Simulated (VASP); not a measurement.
# MgB2 (P6/mmm) in VASP: further runs

Runs on MgB2. Level: LDA. Tasks: electric field gradients.

Everything below comes from runs of VASP 6.6.1. Logs are shortened: lines on timing, memory, paths and dates and some standing lists are left out, and cuts for length are marked.

## (1) The cell of the first run

The structure is hexagonal, space group P6/mmm (No. 191). Conventional cell: a = 3.064 Å, b = 3.064 Å, c = 3.499 Å, α = 90.00°, β = 90.00°, γ = 120.00°. Within 3.3 Å of Mg (site symmetry 6/mmm) lie 12 B at 2.49 Å and 6 Mg at 3.06 Å. Within 2.3 Å of B (site symmetry -6m2) lie 3 B at 1.77 Å.

## (2) Electric field gradients, LDA (volume scaled by 0.98)

Input file INCAR:

```
SYSTEM = MgB2
PREC = Accurate
ENCUT = 520
EDIFF = 1E-8
ISMEAR = -1
SIGMA = 0.05
LREAL = .False.
LASPH = .True.
NELM = 100
ALGO = Normal
ISIF = 2
LWAVE = .False.
LCHARG = .False.
GGA = CA
LEFG = .True.
NBANDS = 11
```

Input file KPOINTS:

```
Automatic mesh
0
Gamma
  15 15 12
  0 0 0
```

Input file POSCAR:

```
MgB2
1.0
    3.0642953789      0.0000000000      0.0000000000
   -1.5321476895      2.6537576429      0.0000000000
    0.0000000000      0.0000000000      3.4993549923
Mg B
1 2
Direct
    0.0000000000      0.0000000000      0.0000000000
    0.3333333333      0.6666666667      0.5000000000
    0.6666666667      0.3333333333      0.5000000000
```

Potentials or basis: VASP PAW LDA potentials, release 64 (Mg, B).

Command:

```sh
$ cat potpaw_LDA.64/Mg/POTCAR potpaw_LDA.64/B/POTCAR > POTCAR
$ mpirun -np 1 vasp_std > vasp.out
```

OUTCAR:

```text
SYSTEM = MgB2
   PREC = Accurate
   ENCUT = 520
   EDIFF = 1E-8
   ISMEAR = -1
   LREAL = .False.
   LASPH = .True.
   NELM = 100
   ISIF = 2
   GGA = CA

 ion  position               nearest neighbor table
   1  0.000  0.000  0.000-   2 2.49   3 2.49   2 2.49   3 2.49   3 2.49   3 2.49   2 2.49   2 2.49
                             3 2.49   3 2.49   2 2.49   2 2.49
   2  0.333  0.667  0.500-   3 1.77   3 1.77   3 1.77   1 2.49   1 2.49   1 2.49   1 2.49   1 2.49
                             1 2.49
   3  0.667  0.333  0.500-   2 1.77   2 1.77   2 1.77   1 2.49   1 2.49   1 2.49   1 2.49   1 2.49
                             1 2.49

  LATTYP: Found a hexagonal cell.
 ALAT       =     3.0642953789
 C/A-ratio  =     1.1419770484

  Lattice vectors:

 A1 = (   3.0642953789,   0.0000000000,   0.0000000000)
 A2 = (  -1.5321476895,   2.6537576429,   0.0000000000)
 A3 = (   0.0000000000,   0.0000000000,   3.4993549923)

Analysis of symmetry for initial positions (statically):
=====================================================================
 Subroutine PRICEL returns:
 Original cell was already a primitive cell.

 Routine SETGRP: Setting up the symmetry group for a
 hexagonal supercell.

 Subroutine GETGRP returns: Found 24 space group operations
 (whereof 24 operations were pure point group operations)
 out of a pool of 24 trial point group operations.

The static configuration has the point symmetry D_6h.

Analysis of symmetry for dynamics (positions and initial velocities):
=====================================================================
 Subroutine PRICEL returns:
 Original cell was already a primitive cell.

 Routine SETGRP: Setting up the symmetry group for a
 hexagonal supercell.

 Subroutine GETGRP returns: Found 24 space group operations
 (whereof 24 operations were pure point group operations)
 out of a pool of 24 trial point group operations.

The dynamic configuration has the point symmetry D_6h.

 Subroutine INISYM returns: Found 24 space group operations
 (whereof 24 operations are pure point group operations),
 and found     1 'primitive' translations

----------------------------------------------------------------------------------------

                                     Primitive cell

  volume of cell :      28.4564

  direct lattice vectors                    reciprocal lattice vectors
     3.064295379  0.000000000  0.000000000     0.326339297  0.188412081  0.000000000
    -1.532147689  2.653757643  0.000000000     0.000000000  0.376824162  0.000000000
     0.000000000  0.000000000  3.499354992     0.000000000  0.000000000  0.285766949

  length of vectors
     3.064295379  3.064295379  3.499354992     0.376824162  0.376824162  0.285766949

  position of ions in fractional coordinates (direct lattice)
     0.000000000  0.000000000  0.000000000
     0.333333333  0.666666667  0.500000000
     0.666666667  0.333333333  0.500000000

  ion indices of the primitive-cell ions
   primitive index   ion index
                 1           1
                 2           2
                 3           3

----------------------------------------------------------------------------------------

 KPOINTS: Automatic mesh

Automatic generation of k-mesh.
 Grid dimensions read from file:
 generate k-points for:   15   15   12

 Generating k-lattice:

  Cartesian coordinates                     Fractional coordinates (reciprocal lattice)
     0.021755953  0.012560805  0.000000000     0.066666667  0.000000000  0.000000000
     0.000000000  0.025121611  0.000000000     0.000000000  0.066666667  0.000000000
     0.000000000  0.000000000  0.023813912     0.000000000  0.000000000  0.083333333

  Length of vectors
     0.025121611  0.025121611  0.023813912
[... 39 lines left out ...]
   dimension x,y,z NGX =    24 NGY =   24 NGZ =   28
   dimension x,y,z NGXF=    48 NGYF=   48 NGZF=   56
   ions per type =               1   2
   NGX,Y,Z   is equivalent  to a cutoff of  13.02, 13.02, 13.30 a.u.
   NGXF,Y,Z  is equivalent  to a cutoff of  26.04, 26.04, 26.60 a.u.
 SYSTEM =  MgB2
   PREC   = accura    normal or accurate (medium, high low for compatibility)
   ISTART =      0    job   : 0-new  1-cont  2-samecut
   ICHARG =      2    charge: 1-file 2-atom 10-const
   ISPIN  =      1    spin polarized calculation?
   LNONCOLLINEAR =      F non collinear calculations
   LSORBIT =      F    spin-orbit coupling
   LASPH  =      T    aspherical Exc in radial PAW
   ENCUT  =  520.0 eV  38.22 Ry    6.18 a.u.   5.70  5.70  6.51*2*pi/ulx,y,z
   NELM   =    100;   NELMIN=  2; NELMDL= -5     # of ELM steps
   EDIFF  = 0.1E-07   stopping-criterion for ELM
   LREAL  =      F    real-space projection
   EDIFFG = 0.1E-06   stopping-criterion for IOM
   NSW    =      0    number of steps for IOM
   IBRION =     -1    ionic relax: 0-MD 1-quasi-New 2-CG
   NFREE  =      0    steps in history (QN), initial steepest desc. (CG)
   ISIF   =      2    stress and relaxation
   ISYM   =      2    0-nonsym 1-usesym 2-fastsym
   POTIM  = 0.5000    time-step for ionic-motion
   TEBEG  =    0.0;   TEEND  =   0.0 temperature during run
   PSTRESS=    0.0 pullay stress
   NELECT =       8.0000    total number of electrons
   NUPDOWN=      -1.0000    fix difference up-down
   EMIN   =  10.00;   EMAX   =-10.00  energy-range for DOS
   EFERMI =   0.00;   METHOD = LEGACY
   ISMEAR =    -1;   SIGMA  =   0.05  broadening in eV -4-tet -1-fermi 0-gaus
   EFERMI_NEDOS =   21; number of points for ismear=-14 and -15
   IALGO  =     38    algorithm
   IMIX   =      4    mixing-type and parameters
     AMIX     =   0.40;   BMIX     =  1.00
     AMIX_MAG =   1.60;   BMIX_MAG =  1.00
  volume/ion in A,a.u.               =       9.49        64.01
  Fermi-wavevector in a.u.,A,eV,Ry     =   1.072453  2.026642 15.648810  1.150155
  Thomas-Fermi vector in A             =   2.208223
   LORBIT       =      0    0 simple, 1 ext, 2 COOP (PROOUT), +10 PAW based schemes
   GGA     = CA    functional components
   LHFCALC =     F    Hartree Fock is set to
   AEXX    =    0.0000 exact exchange contribution
   IVDW    =     0    specifies the selected vdW correction
   LEPSILON=     F    determine dielectric tensor
   LRPA    =     F    only Hartree local field effects (RPA)
 non-spin polarized calculation
  energy-cutoff  :      520.00
  volume of cell :       28.46
 maximum number of plane-waves:       781
 NGX is ok and might be reduce to    24
   NGX = 11   NGY = 11   NGZ = 13

 number of electron       8.0000000 magnetization

 Free energy of the ion-electron system (eV)
  ---------------------------------------------------
  ext. energy  EPLUGINS =         0.00000000
  ---------------------------------------------------
  free energy    TOTEN  =       -17.27385675 eV

  energy without entropy =      -17.26731990  energy(sigma->0) =      -17.27058832

 E-fermi :   5.3465     XC(G=0): -11.1746

 val. band max:        5.3373089063   @ k =   0.1333  -0.0000   0.3333
 cond. band min:       5.3565235736   @ k =   0.0667  -0.0000   0.0833
 fundamental gap:      0.0192146673
 Fermi energy:         5.3465148222

 k-point     1 :       0.0000    0.0000    0.0000
  band No.  band energies     occupation
      1      -7.0500      2.00000
      2       2.3917      2.00000
      3       5.7256      0.00102
      4       5.7256      0.00102
      5       7.0573      0.00000
      6      11.7122      0.00000
      7      11.7122      0.00000
      8      13.7978      0.00000
      9      15.3510      0.00000
     10      18.1011      0.00000
     11      21.5429      0.00000
[... 309 lines left out ...]
 k-point    24 :       0.4000    0.2000    0.0000
  band No.  band energies     occupation
      1      -2.6430      2.00000
      2      -2.0337      2.00000
      3       0.9257      2.00000
      4       6.1489      0.00000
      5       8.1127      0.00000
      6      11.0684      0.00000
      7      11.3378      0.00000
      8      13.4914      0.00000
      9      14.9315      0.00000
     10      17.2835      0.00000
     11      19.2209      0.00000

 [... further k-points ...]
[... 5 lines left out ...]
  --------------------------------------------------------------------------------------
  -------------------------------------------------------------------------------------
  Total       -1.0243195     -1.0243195     -0.7969374      0.0000000     -0.0000000      0.0000000
  in kB      -57.6721466    -57.6721466    -44.8698801      0.0000000     -0.0000000      0.0000000
  external PRESSURE =     -53.4047244 kB  Pullay stress =       0.0000000 kB

 VOLUME and BASIS-vectors are now :
 -----------------------------------------------------------------------------
  energy-cutoff  :      520.00
  volume of cell :       28.46
      direct lattice vectors                 reciprocal lattice vectors
     3.064295379  0.000000000  0.000000000     0.326339297  0.188412081  0.000000000
    -1.532147689  2.653757643  0.000000000     0.000000000  0.376824162  0.000000000
     0.000000000  0.000000000  3.499354992     0.000000000  0.000000000  0.285766949

 POSITION                                       TOTAL-FORCE (eV/Angst)
 -----------------------------------------------------------------------------------
      0.00000      0.00000      0.00000        -0.000000      0.000000      0.000000
     -0.00000      1.76917      1.74968         0.000000      0.000000      0.000000
      1.53215      0.88459      1.74968         0.000000     -0.000000      0.000000
 -----------------------------------------------------------------------------------
    total drift:                                0.000000     -0.000000     -0.000000

  FREE ENERGIE OF THE ION-ELECTRON SYSTEM (eV)
  ---------------------------------------------------
  free  energy   TOTEN  =       -17.2738567461 eV

  energy  without entropy=      -17.2673198964  energy(sigma->0) =      -17.27058832

 Electric field gradients (V/A^2)
---------------------------------------------------------------------
 ion       V_xx      V_yy      V_zz      V_xy      V_xz      V_yz
---------------------------------------------------------------------
   1       0.331     0.331    -0.663    -0.000     0.000     0.000
   2      -9.866    -9.866    19.731    -0.000     0.000    -0.000
   3      -9.866    -9.866    19.731    -0.000     0.000    -0.000
---------------------------------------------------------------------

 Electric field gradients after diagonalization (V/A^2)
 (convention: |V_zz| > |V_xx| > |V_yy|)
----------------------------------------------------------------------
 ion       V_xx      V_yy      V_zz     asymmetry (V_yy - V_xx)/ V_zz
----------------------------------------------------------------------
   1       0.331     0.331    -0.663       0.000
   2      -9.866    -9.866    19.731       0.000
   3      -9.866    -9.866    19.731       0.000
----------------------------------------------------------------------

           NMR quadrupolar parameters

 Cq : quadrupolar parameter    Cq=e*Q*V_zz/h
 eta: asymmetry parameters     (V_yy - V_xx)/ V_zz
 Q  : nuclear electric quadrupole moment in mb (millibarn)
----------------------------------------------------------------------
 ion       Cq(MHz)       eta       Q (mb)
----------------------------------------------------------------------
   1      -0.002       0.000       1.000
   2       0.048       0.000       1.000
   3       0.048       0.000       1.000
----------------------------------------------------------------------
```

Wall time 32 s (1 thread of Intel Xeon Platinum 8259CL at 2.50GHz (Skylake/Cascade Lake), shared host); peak memory 0.18 GiB.

Results:

```yaml
Free_energy: -17.2739 eV
Pressure: -5.3 GPa
Band_gap_on_the_k_mesh: zero (band 4 reaches 7.17 eV, above the bottom of band 5 at 3.32 eV)
```

Stress tensor (GPa, compression positive):
```
-5.77  0.00  0.00
 0.00 -5.77  0.00
 0.00  0.00 -4.49
```

Levels at points of the mesh, in eV from the Fermi level:
```tsv
k point	band 1	band 2	band 3	band 4	band 5	band 6	band 7	band 8
(0.00, 0.00, 0.00)	-12.40	-2.95	0.38	0.38	1.71	6.37	6.37	8.45
(0.00, 0.00, 0.50)	-11.07	-7.50	0.76	0.76	6.70	6.70	8.03	10.01
```

Electric field gradients, principal values (V/Å²):
| atom | least | middle | greatest (by size) |
| --- | --- | --- | --- |
| 1 Mg | 0.331 | 0.331 | -0.663 |
| 2 B | -9.866 | -9.866 | 19.731 |
| 3 B | -9.866 | -9.866 | 19.731 |

Caveat: without QUAD_EFG the Cq values of the log hold for a quadrupole moment of 1 mb, not for the nuclei.

## (3) Electric field gradients, LDA (volume scaled by 0.98)

Input file INCAR:

```
SYSTEM = MgB2
PREC = Accurate ; ENCUT = 520
EDIFF = 1E-8 ; ISMEAR = -1
SIGMA = 0.05 ; LREAL = .FALSE.
LASPH = .TRUE. ; NELM = 100
ALGO = Normal ; ISIF = 2
LWAVE = .FALSE. ; LCHARG = .FALSE.
LEFG = .TRUE. ; NBANDS = 11
```

Input file KPOINTS:

```
Automatic mesh
0
G
  15 15 12
  0 0 0
```

POSCAR is that of step 2.

Potentials or basis: VASP PAW LDA potentials, release 64 (Mg, B).

Command:

```sh
$ cat potpaw_LDA.64/Mg/POTCAR potpaw_LDA.64/B/POTCAR > POTCAR
$ mpirun -np 1 vasp_std > vasp.out
```

OUTCAR:

```text
SYSTEM = MgB2
   PREC = Accurate
   ENCUT = 520
   EDIFF = 1E-8
   ISMEAR = -1
   LREAL = .FALSE.
   LASPH = .TRUE.
   NELM = 100
   ISIF = 2

 ion  position               nearest neighbor table
   1  0.000  0.000  0.000-   2 2.49   3 2.49   2 2.49   3 2.49   3 2.49   3 2.49   2 2.49   2 2.49
                             3 2.49   3 2.49   2 2.49   2 2.49
   2  0.333  0.667  0.500-   3 1.77   3 1.77   3 1.77   1 2.49   1 2.49   1 2.49   1 2.49   1 2.49
                             1 2.49
   3  0.667  0.333  0.500-   2 1.77   2 1.77   2 1.77   1 2.49   1 2.49   1 2.49   1 2.49   1 2.49
                             1 2.49

  LATTYP: Found a hexagonal cell.
 ALAT       =     3.0642953789
 C/A-ratio  =     1.1419770484

  Lattice vectors:

 A1 = (   3.0642953789,   0.0000000000,   0.0000000000)
 A2 = (  -1.5321476895,   2.6537576429,   0.0000000000)
 A3 = (   0.0000000000,   0.0000000000,   3.4993549923)

Analysis of symmetry for initial positions (statically):
=====================================================================
[... 538 lines left out ...]
 POSITION                                       TOTAL-FORCE (eV/Angst)
 -----------------------------------------------------------------------------------
      0.00000      0.00000      0.00000        -0.000000      0.000000      0.000000
     -0.00000      1.76917      1.74968         0.000000      0.000000      0.000000
      1.53215      0.88459      1.74968         0.000000     -0.000000      0.000000
 -----------------------------------------------------------------------------------
    total drift:                                0.000000     -0.000000     -0.000000

  FREE ENERGIE OF THE ION-ELECTRON SYSTEM (eV)
  ---------------------------------------------------
  free  energy   TOTEN  =       -17.2738567461 eV

  energy  without entropy=      -17.2673198964  energy(sigma->0) =      -17.27058832

 Electric field gradients (V/A^2)
---------------------------------------------------------------------
 ion       V_xx      V_yy      V_zz      V_xy      V_xz      V_yz
---------------------------------------------------------------------
   1       0.331     0.331    -0.663    -0.000     0.000     0.000
   2      -9.866    -9.866    19.731    -0.000     0.000    -0.000
   3      -9.866    -9.866    19.731    -0.000     0.000    -0.000
---------------------------------------------------------------------

 Electric field gradients after diagonalization (V/A^2)
 (convention: |V_zz| > |V_xx| > |V_yy|)
----------------------------------------------------------------------
 ion       V_xx      V_yy      V_zz     asymmetry (V_yy - V_xx)/ V_zz
----------------------------------------------------------------------
   1       0.331     0.331    -0.663       0.000
   2      -9.866    -9.866    19.731       0.000
   3      -9.866    -9.866    19.731       0.000
----------------------------------------------------------------------

           NMR quadrupolar parameters

 Cq : quadrupolar parameter    Cq=e*Q*V_zz/h
 eta: asymmetry parameters     (V_yy - V_xx)/ V_zz
 Q  : nuclear electric quadrupole moment in mb (millibarn)
----------------------------------------------------------------------
 ion       Cq(MHz)       eta       Q (mb)
----------------------------------------------------------------------
   1      -0.002       0.000       1.000
   2       0.048       0.000       1.000
   3       0.048       0.000       1.000
----------------------------------------------------------------------
```

stdout:

```text
POSCAR found type information on POSCAR MgB
 POSCAR found :  2 types and       3 ions
 scaLAPACK will be used
 LDA part: xc-table for (Slater(with rela. corr.)+CA(PZ))
 , standard interpolation
 POSCAR, INCAR and KPOINTS ok, starting setup
 FFT: planning ... GRIDC
 FFT: planning ... GRID_SOFT
 FFT: planning ... GRID
 WAVECAR not read
 entering main loop
ion   1

ion   2

ion   3
```

It took 32 s on 1 thread of Intel Xeon Platinum 8259CL at 2.50GHz (Skylake/Cascade Lake), shared host; peak memory 0.18 GiB.

What came out:

* Free energy: -17.2739 eV
* Pressure: -5.3 GPa
* Band gap on the k mesh: zero (band 4 reaches 7.17 eV, above the bottom of band 5 at 3.32 eV)

Stress tensor (GPa, compression positive):
```
-5.77  0.00  0.00
 0.00 -5.77  0.00
 0.00  0.00 -4.49
```

Levels at points of the mesh, in eV from the Fermi level:
| k point | band 2 | band 3 | band 4 | band 5 | band 6 | band 7 |
| --- | --- | --- | --- | --- | --- | --- |
| (0.00, 0.00, 0.00) | -2.95 | 0.38 | 0.38 | 1.71 | 6.37 | 6.37 |
| (0.00, 0.00, 0.50) | -7.50 | 0.76 | 0.76 | 6.70 | 6.70 | 8.03 |

Electric field gradients, principal values (V/Å²):
| atom | least | middle | greatest (by size) |
| --- | --- | --- | --- |
| 1 Mg | 0.331 | 0.331 | -0.663 |
| 2 B | -9.866 | -9.866 | 19.731 |
| 3 B | -9.866 | -9.866 | 19.731 |

Caveat: without QUAD_EFG the Cq values of the log hold for a quadrupole moment of 1 mb, not for the nuclei.
